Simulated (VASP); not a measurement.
# CdS (Fm-3m) in VASP: single point with r2SCAN

Aim: the single point of CdS with r2SCAN.

Everything below comes from runs of VASP 6.6.1. Logs are shortened: lines on timing, memory, paths and dates and some standing lists are left out, and cuts for length are marked.

### 1 The cell of the first run

The structure is cubic, space group Fm-3m (No. 225). Conventional cell: a = 5.672 Å, b = 5.672 Å, c = 5.672 Å, α = 90.00°, β = 90.00°, γ = 90.00°. Cd (site symmetry m-3m) has 6 S at 2.84 Å within 3.7 Å. S (site symmetry m-3m) has 6 Cd at 2.84 Å within 3.7 Å.

### 2 Single point, r2SCAN (strain +4.0%)

The input, POSCAR:

```
CdS
1.0
    0.0000000000      2.8358476072      2.8358476072
    2.8358476072      0.0000000000      2.8358476072
    2.8358476072      2.8358476072      0.0000000000
Cd S
1 1
Direct
    0.0000000000      0.0000000000      0.0000000000
    0.5000000000      0.5000000000      0.5000000000
```

The input, INCAR.step1:

```
SYSTEM = CdS
ALGO = Normal ; EDIFF = 1E-5
ENCUT = 700 ; GGA = PE
GGA_COMPAT = .False. ; ISMEAR = 0
LASPH = .True. ; LCHARG = .False.
LREAL = .False. ; LWAVE = .True.
NBANDS = 20 ; NELM = 120
PREC = Accurate ; SIGMA = 0.01
```

The input, INCAR.step2:

```
SYSTEM = CdS
ALGO = Normal ; EDIFF = 1E-6
ENCUT = 700 ; GGA_COMPAT = .False.
ISIF = 2 ; ISMEAR = 0
ISTART = 1 ; LASPH = .True.
LCHARG = .False. ; LMIXTAU = .True.
LREAL = .False. ; LWAVE = .False.
METAGGA = R2SCAN ; NBANDS = 20
NELM = 120 ; PREC = Accurate
SIGMA = 0.01
```

The input, KPOINTS:

```
k-points
0
Gamma
  8 8 8
  0 0 0
```

Potentials or basis: VASP PAW PBE potentials, release 64 (Cd_sv_GW, S).

Launch:

```sh
$ cat potpaw_PBE.64/Cd_sv_GW/POTCAR potpaw_PBE.64/S/POTCAR > POTCAR
$ cp INCAR.step1 INCAR
$ mpirun -np 1 vasp_std > vasp.out
$ cp INCAR.step2 INCAR
$ mpirun -np 1 vasp_std > vasp.out
```

OUTCAR:

```text
SYSTEM = CdS
   EDIFF = 1E-6
   ENCUT = 700
   ISIF = 2
   ISMEAR = 0
   ISTART = 1
   LASPH = .True.
   LREAL = .False.
   METAGGA = R2SCAN
   NELM = 120
   PREC = Accurate

 ion  position               nearest neighbor table
   1  0.000  0.000  0.000-
   2  0.500  0.500  0.500-

  LATTYP: Found a face centered cubic cell.
 ALAT       =     5.6716952144

  Lattice vectors:

 A1 = (   0.0000000000,   2.8358476072,   2.8358476072)
 A2 = (   2.8358476072,   0.0000000000,   2.8358476072)
 A3 = (   2.8358476072,   2.8358476072,   0.0000000000)

Analysis of symmetry for initial positions (statically):
=====================================================================
 Subroutine PRICEL returns:
 Original cell was already a primitive cell.

 Routine SETGRP: Setting up the symmetry group for a
 face centered cubic supercell.

 Subroutine GETGRP returns: Found 48 space group operations
 (whereof 48 operations were pure point group operations)
 out of a pool of 48 trial point group operations.

The static configuration has the point symmetry O_h .

Analysis of symmetry for dynamics (positions and initial velocities):
=====================================================================
 Subroutine PRICEL returns:
 Original cell was already a primitive cell.

 Routine SETGRP: Setting up the symmetry group for a
 face centered cubic supercell.

 Subroutine GETGRP returns: Found 48 space group operations
 (whereof 48 operations were pure point group operations)
 out of a pool of 48 trial point group operations.

The dynamic configuration has the point symmetry O_h .

 Subroutine INISYM returns: Found 48 space group operations
 (whereof 48 operations are pure point group operations),
 and found     1 'primitive' translations

----------------------------------------------------------------------------------------

                                     Primitive cell

  volume of cell :      45.6120

  direct lattice vectors                    reciprocal lattice vectors
     0.000000000  2.835847607  2.835847607    -0.176314129  0.176314129  0.176314129
     2.835847607  0.000000000  2.835847607     0.176314129 -0.176314129  0.176314129
[... 76 lines left out ...]
   PREC   = accura    normal or accurate (medium, high low for compatibility)
   ISTART =      1    job   : 0-new  1-cont  2-samecut
   ICHARG =      0    charge: 1-file 2-atom 10-const
   ISPIN  =      1    spin polarized calculation?
   LNONCOLLINEAR =      F non collinear calculations
   LSORBIT =      F    spin-orbit coupling
   LASPH  =      T    aspherical Exc in radial PAW
   ENCUT  =  700.0 eV  51.45 Ry    7.17 a.u.   8.65  8.65  8.65*2*pi/ulx,y,z
   NELM   =    120;   NELMIN=  2; NELMDL=  0     # of ELM steps
   EDIFF  = 0.1E-05   stopping-criterion for ELM
   LREAL  =      F    real-space projection
   EDIFFG = 0.1E-04   stopping-criterion for IOM
   NSW    =      0    number of steps for IOM
   IBRION =     -1    ionic relax: 0-MD 1-quasi-New 2-CG
   NFREE  =      0    steps in history (QN), initial steepest desc. (CG)
   ISIF   =      2    stress and relaxation
   ISYM   =      2    0-nonsym 1-usesym 2-fastsym
   POTIM  = 0.5000    time-step for ionic-motion
   TEBEG  =    0.0;   TEEND  =   0.0 temperature during run
   PSTRESS=    0.0 pullay stress
   NELECT =      26.0000    total number of electrons
   NUPDOWN=      -1.0000    fix difference up-down
   EMIN   =  10.00;   EMAX   =-10.00  energy-range for DOS
   EFERMI =   0.00;   METHOD = LEGACY
   ISMEAR =     0;   SIGMA  =   0.01  broadening in eV -4-tet -1-fermi 0-gaus
   EFERMI_NEDOS =   21; number of points for ismear=-14 and -15
   IALGO  =     38    algorithm
   IMIX   =      4    mixing-type and parameters
     AMIX     =   0.40;   BMIX     =  1.00
     AMIX_MAG =   1.60;   BMIX_MAG =  1.00
  volume/ion in A,a.u.               =      22.81       153.90
  Fermi-wavevector in a.u.,A,eV,Ry     =   1.357395  2.565105 25.069040  1.842522
  Thomas-Fermi vector in A             =   2.484317
   LORBIT       =      0    0 simple, 1 ext, 2 COOP (PROOUT), +10 PAW based schemes
   METAGGA = R2SCAN    functional components
   LHFCALC =     F    Hartree Fock is set to
   AEXX    =    0.0000 exact exchange contribution
   IVDW    =     0    specifies the selected vdW correction
   LEPSILON=     F    determine dielectric tensor
   LRPA    =     F    only Hartree local field effects (RPA)
 non-spin polarized calculation
 Gauss-broadening in eV      SIGMA  =   0.01
  energy-cutoff  :      700.00
  volume of cell :       45.61
 maximum number of plane-waves:      1936
   NGX = 17   NGY = 17   NGZ = 17

 number of electron      25.9999992 magnetization

 Free energy of the ion-electron system (eV)
  ---------------------------------------------------
  ext. energy  EPLUGINS =         0.00000000
  ---------------------------------------------------
  free energy    TOTEN  =       -29.45951166 eV

  energy without entropy =      -29.45951166  energy(sigma->0) =      -29.45951166

 E-fermi :   3.6444     XC(G=0): -10.5265

 val. band max:        3.3446988911   @ k =  -0.2500   0.1250   0.0000
 cond. band min:       4.0613709739   @ k =   0.5000   0.5000   0.0000
 fundamental gap:      0.7166720828
 Fermi energy:         3.6443877852

 k-point     1 :       0.0000    0.0000    0.0000
  band No.  band energies     occupation
      1    -100.9912      2.00000
      2     -61.1535      2.00000
      3     -61.1535      2.00000
      4     -61.1535      2.00000
      5      -9.2198      2.00000
      6      -4.3971      2.00000
[... 541 lines left out ...]
     19      15.8256      0.00000
     20      17.9714      0.00000

 [... further k-points ...]

------------------------ aborting loop because EDIFF is reached ----------------------------------------

  FORCE on cell =-STRESS in cart. coord.  units (eV):
  Direction    XX          YY          ZZ          XY          YZ          ZX
  --------------------------------------------------------------------------------------
  -------------------------------------------------------------------------------------
  Total       -2.1163573     -2.1163573     -2.1163573      0.0000000      0.0000000      0.0000000
  in kB      -74.3397169    -74.3397169    -74.3397169      0.0000000      0.0000000      0.0000000
  external PRESSURE =     -74.3397169 kB  Pullay stress =       0.0000000 kB

 VOLUME and BASIS-vectors are now :
 -----------------------------------------------------------------------------
  energy-cutoff  :      700.00
  volume of cell :       45.61
      direct lattice vectors                 reciprocal lattice vectors
     0.000000000  2.835847607  2.835847607    -0.176314129  0.176314129  0.176314129
     2.835847607  0.000000000  2.835847607     0.176314129 -0.176314129  0.176314129
     2.835847607  2.835847607  0.000000000     0.176314129  0.176314129 -0.176314129

 POSITION                                       TOTAL-FORCE (eV/Angst)
 -----------------------------------------------------------------------------------
      0.00000      0.00000      0.00000        -0.000000      0.000000      0.000000
      2.83585      2.83585      2.83585         0.000000     -0.000000     -0.000000
 -----------------------------------------------------------------------------------
    total drift:                               -0.000000      0.000000      0.000000

  FREE ENERGIE OF THE ION-ELECTRON SYSTEM (eV)
  ---------------------------------------------------
  free  energy   TOTEN  =       -29.4595116573 eV

  energy  without entropy=      -29.4595116573  energy(sigma->0) =      -29.45951166
```

OSZICAR.step1:

```text
N       E                     dE             d eps       ncg     rms          rms(c)
DAV:   1     0.476534282221E+03    0.47653E+03   -0.16916E+04  1160   0.198E+03
DAV:   2     0.419554095360E+02   -0.43458E+03   -0.40192E+03  1160   0.616E+02
DAV:   3    -0.443933827514E+01   -0.46395E+02   -0.45695E+02  1728   0.233E+02
DAV:   4    -0.641630393097E+01   -0.19770E+01   -0.19754E+01  1624   0.488E+01
DAV:   5    -0.649685964611E+01   -0.80556E-01   -0.80548E-01  1676   0.929E+00    0.129E+01
DAV:   6    -0.589623120233E+01    0.60063E+00   -0.15849E+00  1804   0.176E+01    0.102E+01
DAV:   7    -0.587684908934E+01    0.19382E-01   -0.29989E-01  1748   0.493E+00    0.555E+00
DAV:   8    -0.587633880196E+01    0.51029E-03   -0.31599E-02  1716   0.365E+00    0.638E-01
DAV:   9    -0.587541745205E+01    0.92135E-03   -0.50338E-03  1712   0.183E+00    0.157E-01
DAV:  10    -0.587546703856E+01   -0.49587E-04   -0.33695E-04  1872   0.219E-01    0.997E-02
DAV:  11    -0.587546123750E+01    0.58011E-05   -0.39183E-05  1492   0.731E-02
   1 F= -.58754612E+01 E0= -.58754612E+01  d E =-.130083E-11
```

Wall time 74 s (1 thread of AMD EPYC 9R45 (Zen 5), shared host); peak memory 0.22 GiB.

What came out:

| Property | Result |
| --- | --- |
| Free energy | -29.4595 eV |
| Pressure | -7.4 GPa |
| Band gap on the k mesh | 0.72 eV (least direct gap 1.60 eV) |

Caveat: the cell differs from its parent crystal (strain +4.0%); the cell stands under tension; the structure was generated, so it needn't be the stable form of CdS; semilocal functionals underestimate gaps, and a narrow one can read as zero; the PAW data sets were made with another functional, which shifts forces and pressure a little.
